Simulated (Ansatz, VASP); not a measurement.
**IrO: VASP beside Ansatz**

```
Ir O
1.0
     0.00000    2.36481    2.36481
     2.36481    0.00000    2.36481
     2.36481    2.36481    0.00000
Ir O
1 1
Direct
  0.00000 0.00000 0.00000
  0.25000 0.25000 0.25000
```

Alike in both runs: functional r2SCAN; k mesh 16 × 16 × 16; occupations gaussian, width 0.1 eV; no spin polarisation.

Ansatz relaxed the structure, and its values are those at the end. VASP's run is a single point on that final structure, the one shown.

|  | VASP | Ansatz |
| --- | --- | --- |
| version | VASP 6.6.1 | Ansatz 0.2.0 |
| potentials or method | VASP PAW PBE potentials, release 64 (Ir_sv_GW, O), cutoff 660 eV | scalar-relativistic, plane waves, PAW |
| valence electrons in the cell | 23 | 23 |

```tsv
	VASP	Ansatz	Ansatz less VASP
gap on the k mesh at the Fermi level (eV)	none	none	-
pressure (GPa)	-0.5	0.0	+0.50
```

VASP's potentials were made for PBE, not for r2SCAN. A gap of «none» marks a metal or a gap that the smearing closes.

Neither program's run includes spin-orbit coupling.
